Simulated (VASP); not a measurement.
# La (P6_3/mmc) in VASP: density of states with LDA

Aim: the density of states of La with LDA.

Everything below comes from runs of VASP 6.6.1. Logs are shortened: lines on timing, memory, paths and dates and some standing lists are left out, and cuts for length are marked.

### Step 1. The cell of the first run

It takes space group P6_3/mmc (No. 194, hexagonal). Conventional cell: a = 3.589 Å, b = 3.589 Å, c = 11.541 Å, α = 90.00°, β = 90.00°, γ = 120.00°. La (site symmetry -3m) has 12 La at 3.55 to 3.59 Å within 4.7 Å. La (site symmetry -6m2) has 12 La at 3.55 to 3.59 Å within 4.7 Å.

### Step 2. Density of states, LDA

POSCAR reads:

```
La
1.0
    3.5890272254      0.0000000000      0.0000000000
   -1.7945136127      3.1081887521      0.0000000000
    0.0000000000      0.0000000000     11.5411063667
La
4
Direct
    0.0000000000      0.0000000000      0.0000000000
    0.0000000000      0.0000000000      0.5000000000
    0.3333333333      0.6666666667      0.2500000000
    0.6666666667      0.3333333333      0.7500000000
```

INCAR.step1 reads:

```
SYSTEM = La
PREC = Accurate ; ENCUT = 520
EDIFF = 1E-7 ; ISMEAR = 0
SIGMA = 0.05 ; LREAL = .False.
LASPH = .True. ; NELM = 100
ALGO = Normal ; ISIF = 2
LWAVE = .False. ; LCHARG = .True.
LMAXMIX = 6 ; NBANDS = 30
```

KPOINTS.step1 reads:

```
Automatic mesh
0
Gamma
  14 14 4
  0 0 0
```

INCAR.step2 reads:

```
SYSTEM = La
PREC = Accurate ; ENCUT = 520
EDIFF = 1E-7 ; ISMEAR = -5
SIGMA = 0.05 ; LREAL = .False.
LASPH = .True. ; NELM = 100
ALGO = Normal ; ISIF = 2
LWAVE = .False. ; LCHARG = .False.
LMAXMIX = 6 ; LORBIT = 11
NBANDS = 30 ; NEDOS = 2001
ICHARG = 11
```

KPOINTS.step2 reads:

```
Automatic mesh
0
Gamma
  21 21 6
  0 0 0
```

Potentials or basis: VASP PAW LDA potentials, release 64 (La).

On the command line:

```console
$ cat potpaw_LDA.64/La/POTCAR > POTCAR
$ cp INCAR.step1 INCAR
$ cp KPOINTS.step1 KPOINTS
$ mpirun -np 1 vasp_std > vasp.out
$ cp INCAR.step2 INCAR
$ cp KPOINTS.step2 KPOINTS
$ mpirun -np 1 vasp_std > vasp.out
```

OUTCAR:

```text
SYSTEM = La
   PREC = Accurate
   ENCUT = 520
   EDIFF = 1E-7
   ISMEAR = -5
   LREAL = .False.
   LASPH = .True.
   NELM = 100
   ISIF = 2
   LORBIT = 11
   ICHARG = 11

 ion  position               nearest neighbor table
   1  0.000  0.000  0.000-   3 3.55   4 3.55   4 3.55   3 3.55   4 3.55   3 3.55
   2  0.000  0.000  0.500-   3 3.55   4 3.55   4 3.55   3 3.55   4 3.55   3 3.55
   3  0.333  0.667  0.250-   1 3.55   2 3.55   1 3.55   2 3.55   1 3.55   2 3.55
   4  0.667  0.333  0.750-   1 3.55   2 3.55   1 3.55   2 3.55   1 3.55   2 3.55

  LATTYP: Found a hexagonal cell.
 ALAT       =     3.5890272254
 C/A-ratio  =     3.2156642014

  Lattice vectors:

 A1 = (   3.5890272254,   0.0000000000,   0.0000000000)
 A2 = (  -1.7945136127,   3.1081887521,   0.0000000000)
 A3 = (   0.0000000000,   0.0000000000,  11.5411063667)

Analysis of symmetry for initial positions (statically):
=====================================================================
 Subroutine PRICEL returns:
 Original cell was already a primitive cell.

 Routine SETGRP: Setting up the symmetry group for a
 hexagonal supercell.

 Subroutine GETGRP returns: Found 24 space group operations
 (whereof 12 operations were pure point group operations)
 out of a pool of 24 trial point group operations.

The static configuration has the point symmetry D_3d.
 The point group associated with its full space group is D_6h.

Analysis of symmetry for dynamics (positions and initial velocities):
=====================================================================
 Subroutine PRICEL returns:
 Original cell was already a primitive cell.

 Routine SETGRP: Setting up the symmetry group for a
 hexagonal supercell.

 Subroutine GETGRP returns: Found 24 space group operations
 (whereof 12 operations were pure point group operations)
 out of a pool of 24 trial point group operations.

The dynamic configuration has the point symmetry D_3d.
 The point group associated with its full space group is D_6h.

 Subroutine INISYM returns: Found 24 space group operations
 (whereof 12 operations are pure point group operations),
 and found     1 'primitive' translations

----------------------------------------------------------------------------------------

                                     Primitive cell

  volume of cell :     128.7454

  direct lattice vectors                    reciprocal lattice vectors
     3.589027225  0.000000000  0.000000000     0.278627031  0.160865391  0.000000000
    -1.794513613  3.108188752  0.000000000     0.000000000  0.321730783  0.000000000
     0.000000000  0.000000000 11.541106367     0.000000000  0.000000000  0.086646806

  length of vectors
     3.589027225  3.589027225 11.541106367     0.321730783  0.321730783  0.086646806

  position of ions in fractional coordinates (direct lattice)
     0.000000000  0.000000000  0.000000000
     0.000000000  0.000000000  0.500000000
     0.333333333  0.666666667  0.250000000
     0.666666667  0.333333333  0.750000000

  ion indices of the primitive-cell ions
   primitive index   ion index
                 1           1
                 2           2
                 3           3
                 4           4

----------------------------------------------------------------------------------------

 KPOINTS: Automatic mesh

Automatic generation of k-mesh.
 Grid dimensions read from file:
 generate k-points for:   21   21    6

 Generating k-lattice:

  Cartesian coordinates                     Fractional coordinates (reciprocal lattice)
     0.013267954  0.007660257  0.000000000     0.047619048  0.000000000  0.000000000
     0.000000000  0.015320513  0.000000000     0.000000000  0.047619048  0.000000000
     0.000000000  0.000000000  0.014441134     0.000000000  0.000000000  0.166666667

  Length of vectors
     0.015320513  0.015320513  0.014441134

  Shift w.r.t. Gamma in fractional coordinates (k-lattice)
     0.000000000  0.000000000  0.000000000

 TETIRR: Found   2688 inequivalent tetrahedra from    15876

 Subroutine IBZKPT returns following result:
 ===========================================

 Found    192 irreducible k-points:

 Following reciprocal coordinates:
            Coordinates               Weight
  0.000000  0.000000  0.000000      1.000000
  0.047619  0.000000  0.000000      6.000000
  0.095238  0.000000  0.000000      6.000000
  0.142857 -0.000000  0.000000      6.000000
  0.190476  0.000000  0.000000      6.000000
  0.238095 -0.000000  0.000000      6.000000
[... 16 lines left out ...]
  0.142857  0.095238  0.000000     12.000000
  0.190476  0.095238  0.000000     12.000000
 [... further k-points ...]
   k-points           NKPTS =    192   k-points in BZ     NKDIM =    192   number of bands    NBANDS=     30
   number of dos      NEDOS =   2001   number of ions     NIONS =      4
   total plane-waves  NPLWV =  70560
   dimension x,y,z NGX =    28 NGY =   28 NGZ =   90
   dimension x,y,z NGXF=    56 NGYF=   56 NGZF=  180
   ions per type =               4
   NGX,Y,Z   is equivalent  to a cutoff of  12.97, 12.97, 12.96 a.u.
   NGXF,Y,Z  is equivalent  to a cutoff of  25.94, 25.94, 25.93 a.u.
 SYSTEM =  La
   PREC   = accura    normal or accurate (medium, high low for compatibility)
   ISTART =      0    job   : 0-new  1-cont  2-samecut
   ICHARG =     11    charge: 1-file 2-atom 10-const
   ISPIN  =      1    spin polarized calculation?
   LNONCOLLINEAR =      F non collinear calculations
   LSORBIT =      F    spin-orbit coupling
   LASPH  =      T    aspherical Exc in radial PAW
   ENCUT  =  520.0 eV  38.22 Ry    6.18 a.u.   6.67  6.67 21.46*2*pi/ulx,y,z
   NELM   =    100;   NELMIN=  2; NELMDL=  0     # of ELM steps
   EDIFF  = 0.1E-06   stopping-criterion for ELM
   LREAL  =      F    real-space projection
   EDIFFG = 0.1E-05   stopping-criterion for IOM
   NSW    =      0    number of steps for IOM
   IBRION =     -1    ionic relax: 0-MD 1-quasi-New 2-CG
   NFREE  =      0    steps in history (QN), initial steepest desc. (CG)
   ISIF   =      2    stress and relaxation
   ISYM   =      2    0-nonsym 1-usesym 2-fastsym
   POTIM  = 0.5000    time-step for ionic-motion
   TEBEG  =    0.0;   TEEND  =   0.0 temperature during run
   PSTRESS=    0.0 pullay stress
   NELECT =      44.0000    total number of electrons
   NUPDOWN=      -1.0000    fix difference up-down
   EMIN   =  10.00;   EMAX   =-10.00  energy-range for DOS
   EFERMI =   0.00;   METHOD = LEGACY
   ISMEAR =    -5;   SIGMA  =   0.05  broadening in eV -4-tet -1-fermi 0-gaus
   EFERMI_NEDOS =   21; number of points for ismear=-14 and -15
   IALGO  =     38    algorithm
   IMIX   =      4    mixing-type and parameters
     AMIX     =   0.40;   BMIX     =  1.00
     AMIX_MAG =   1.60;   BMIX_MAG =  1.00
  volume/ion in A,a.u.               =      32.19       217.20
  Fermi-wavevector in a.u.,A,eV,Ry     =   1.144586  2.162954 17.824689  1.310078
  Thomas-Fermi vector in A             =   2.281278
   LORBIT       =     11    0 simple, 1 ext, 2 COOP (PROOUT), +10 PAW based schemes
   GGA     = CA    functional components
   LHFCALC =     F    Hartree Fock is set to
   AEXX    =    0.0000 exact exchange contribution
   IVDW    =     0    specifies the selected vdW correction
   LEPSILON=     F    determine dielectric tensor
   LRPA    =     F    only Hartree local field effects (RPA)
 non-spin polarized calculation
 Fermi weights with tetrahedron method with Bloechl corrections
  energy-cutoff  :      520.00
  volume of cell :      128.75
 maximum number of plane-waves:      3523
 NGX is ok and might be reduce to    28

 number of electron      44.0000002 magnetization

 Free energy of the ion-electron system (eV)
  ---------------------------------------------------
  ext. energy  EPLUGINS =         0.00000000
  ---------------------------------------------------
  free energy    TOTEN  =       -22.33159758 eV

  energy without entropy =      -22.33159758  energy(sigma->0) =      -22.33159758

 E-fermi :   9.1743     XC(G=0): -10.3587

 val. band max:        9.1921935373   @ k =   0.3333   0.3333   0.5000
 cond. band min:       9.0725106372   @ k =   0.1905   0.1905   0.5000
 fundamental gap:     -0.1196829001
 Fermi energy:         9.1743173067

 k-point     1 :       0.0000    0.0000    0.0000
  band No.  band energies     occupation
      1     -23.5019      2.00000
      2     -23.3281      2.00000
      3     -23.3209      2.00000
      4     -23.1367      2.00000
      5      -8.2481      2.00000
      6      -7.2650      2.00000
[... 22 lines left out ...]
     29      10.6002      0.00000
     30      10.6631      0.00000

 k-point     2 :       0.0476    0.0000    0.0000
  band No.  band energies     occupation
      1     -23.4956      2.00000
      2     -23.3233      2.00000
      3     -23.3161      2.00000
      4     -23.1338      2.00000
      5      -8.2343      2.00000
      6      -7.2688      2.00000
[... 22 lines left out ...]
     29      10.6826      0.00000
     30      10.7486      0.00000

 k-point     3 :       0.0952    0.0000    0.0000
  band No.  band energies     occupation
      1     -23.4770      2.00000
      2     -23.3095      2.00000
      3     -23.3023      2.00000
      4     -23.1252      2.00000
      5      -8.1933      2.00000
      6      -7.2835      2.00000
[... 682 lines left out ...]
     29      10.7418      0.00000
     30      10.8407      0.00000

 k-point    24 :       0.1905    0.0952    0.0000
  band No.  band energies     occupation
      1     -23.3490      2.00000
      2     -23.2179      2.00000
      3     -23.2105      2.00000
      4     -23.0740      2.00000
      5      -7.8962      2.00000
      6      -7.5427      2.00000
[... 22 lines left out ...]
     29      10.6903      0.00000
     30      10.7185      0.00000

 [... further k-points ...]

------------------------ aborting loop because EDIFF is reached ----------------------------------------

  FORCE on cell =-STRESS in cart. coord.  units (eV):
  Direction    XX          YY          ZZ          XY          YZ          ZX
  --------------------------------------------------------------------------------------
  -------------------------------------------------------------------------------------
  Total        0.0167310      0.0167310     -0.3173756      0.0000000      0.0000000      0.0000000
  in kB        0.2082098      0.2082098     -3.9495942      0.0000000      0.0000000      0.0000000
  external PRESSURE =      -1.1777249 kB  Pullay stress =       0.0000000 kB

 VOLUME and BASIS-vectors are now :
 -----------------------------------------------------------------------------
  energy-cutoff  :      520.00
  volume of cell :      128.75
      direct lattice vectors                 reciprocal lattice vectors
     3.589027225  0.000000000  0.000000000     0.278627031  0.160865391  0.000000000
    -1.794513613  3.108188752  0.000000000     0.000000000  0.321730783  0.000000000
     0.000000000  0.000000000 11.541106367     0.000000000  0.000000000  0.086646806

 POSITION                                       TOTAL-FORCE (eV/Angst)
 -----------------------------------------------------------------------------------
      0.00000      0.00000      0.00000         0.000000     -0.000000      0.000000
      0.00000      0.00000      5.77055         0.000000     -0.000000      0.000000
     -0.00000      2.07213      2.88528        -0.000000      0.000000      0.000000
      1.79451      1.03606      8.65583         0.000000      0.000000     -0.000000
 -----------------------------------------------------------------------------------
    total drift:                               -0.000000     -0.000000     -0.000000

  FREE ENERGIE OF THE ION-ELECTRON SYSTEM (eV)
  ---------------------------------------------------
  free  energy   TOTEN  =       -22.3315975776 eV

  energy  without entropy=      -22.3315975776  energy(sigma->0) =      -22.33159758

 total charge

# of ion       s       p       d       f       tot
--------------------------------------------------
    1        2.090   5.514   1.014   0.131   8.749
    2        2.090   5.514   1.014   0.131   8.749
    3        2.094   5.523   1.002   0.122   8.741
    4        2.094   5.523   1.002   0.122   8.741
--------------------------------------------------
tot          8.367  22.073   4.033   0.505  34.979
```

Wall time 13 min (1 thread of Intel Xeon 6975P-C (Granite Rapids), shared host); peak memory 0.65 GiB.

Results:

```
Valence electrons inside the program's atomic spheres : La 8.75, 8.74
```

Caveat: spin-orbit coupling is left out, which moves the levels of the heavy elements; tetrahedron occupations give inexact forces and stress in metals.
